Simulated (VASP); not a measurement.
Wanted: the native input for a VASP 6.6.1 run.

```
Task                   : single point
Functional             : PBEsol
Potentials or basis    : VASP PAW PBE potentials, release 64 (Mg, Zn, Si, P)
Cutoff                 : 500 eV
k mesh                 : 1 × 1 × 1, shifted
Occupations            : fermi-dirac, width 0.05 eV
Spin                   : no spin polarisation
Dipole correction      : no
Further INCAR settings : LREAL = Auto; ALGO = Normal; EDIFF = 1e-06; NBANDS = 201; ISYM = -1
```

The structure of Mg9Zn7Si16P32 lies in POSCAR:

```
Mg9Zn7Si16P32
1.0
   11.0692159947     -0.0000616590     -0.0000141686
   -0.0000616562     11.0697171508     -0.0000141686
   -0.0000129269     -0.0000129275     10.3660516139
Mg Zn Si P
9 7 16 32
Direct
    0.0000450000      0.9998820000      0.0000060000
    0.0004830000      0.4980380000      0.0013250000
    0.5007070000      0.0026370000      0.9993620000
    0.9988700000      0.2489800000      0.2513410000
    0.5024810000      0.7493420000      0.2505590000
    0.7511170000      0.9996390000      0.7474480000
    0.7485100000      0.4992190000      0.7496690000
    0.2489140000      0.2485900000      0.4990960000
    0.7496570000      0.2507530000      0.4988560000
    0.4977670000      0.4998260000      0.0002180000
    0.9998300000      0.7500140000      0.2508630000
    0.5004910000      0.2516660000      0.2520380000
    0.2511250000      0.9988220000      0.7506230000
    0.2507550000      0.5013910000      0.7498620000
    0.2491500000      0.7520910000      0.5007100000
    0.7513980000      0.7494250000      0.5020020000
    0.0037310000      0.9913140000      0.5004170000
    0.0040080000      0.5081100000      0.4986020000
    0.4984170000      0.9978060000      0.5011980000
    0.4967450000      0.5053840000      0.5000040000
    0.2520670000      0.9976970000      0.2477870000
    0.2523350000      0.5043190000      0.2496150000
    0.7507310000      0.9972740000      0.2541190000
    0.7471210000      0.5040920000      0.2509040000
    0.2559610000      0.2532430000      0.9999200000
    0.2514750000      0.7474070000      0.9979350000
    0.7447590000      0.2533370000      0.0032580000
    0.7504220000      0.7476410000      0.9977440000
    0.0060720000      0.2508420000      0.7498090000
    0.0072280000      0.7496800000      0.7483580000
    0.4938940000      0.2533080000      0.7497560000
    0.4952630000      0.7486390000      0.7484210000
    0.1470600000      0.1279990000      0.1253830000
    0.1392050000      0.6298680000      0.1284740000
    0.6400420000      0.1283480000      0.1341890000
    0.6381520000      0.6197690000      0.1167860000
    0.1110870000      0.1149770000      0.6301070000
    0.1208040000      0.6260690000      0.6250990000
    0.6018900000      0.1267750000      0.6259760000
    0.6096080000      0.6315370000      0.6193510000
    0.3685160000      0.3772960000      0.1272330000
    0.3583340000      0.8731070000      0.1220900000
    0.8533930000      0.3759810000      0.1286270000
    0.8583560000      0.8687660000      0.1289900000
    0.3804410000      0.1079350000      0.3687220000
    0.3690720000      0.6153070000      0.3801730000
    0.8783230000      0.1015310000      0.3785930000
    0.8732850000      0.6188630000      0.3755030000
    0.1245030000      0.3976930000      0.3721210000
    0.1275680000      0.8818140000      0.3724540000
    0.6181120000      0.3937640000      0.3726880000
    0.6305570000      0.8876180000      0.3844240000
    0.1331280000      0.3622840000      0.8710550000
    0.1325340000      0.8610440000      0.8705780000
    0.6154340000      0.3606950000      0.8799840000
    0.6230560000      0.8547180000      0.8735980000
    0.3871650000      0.3831790000      0.6280140000
    0.3807460000      0.8751380000      0.6252100000
    0.9003300000      0.3772120000      0.6228500000
    0.8920690000      0.8659320000      0.6214610000
    0.3694960000      0.1390650000      0.8690990000
    0.3746690000      0.6306870000      0.8747780000
    0.8738890000      0.1500420000      0.8762160000
    0.8794850000      0.6442830000      0.8732770000
```

One way to write it, as run:

INCAR

```
ALGO = Normal ; EDIFF = 1E-6
ENCUT = 500 ; GGA = PS
GGA_COMPAT = F ; ISIF = 2
ISMEAR = -1 ; ISYM = -1
LASPH = T ; LCHARG = T
LELF = T ; LREAL = Auto
LVHAR = T ; LWAVE = F
NBANDS = 201 ; NELM = 120
PREC = Accurate ; SIGMA = 0.05
```

KPOINTS

```
explicit points
1
Reciprocal
  0.25000000   0.25000000   0.25000000 1
```

Potentials or basis: VASP PAW PBE potentials, release 64 (Mg, Zn, Si, P).

Command:

```console
$ cat potpaw_PBE.64/Mg/POTCAR potpaw_PBE.64/Zn/POTCAR potpaw_PBE.64/Si/POTCAR potpaw_PBE.64/P/POTCAR > POTCAR
$ mpirun -np 1 vasp_std > vasp.out
```

Results of the run:

The pressure is 0.1 GPa and the largest force is 0.020 eV/Å. The band gap on the k mesh is 1.84 eV.

Caveat: the PAW data sets were made with another functional, which shifts forces and pressure a little; a shifted mesh leaves out Γ, where band edges can lie.

It took 16 min on 1 thread of AMD EPYC 7R43 64-Core Processor (Zen 3) (shared host), peak memory 1.1 GiB.
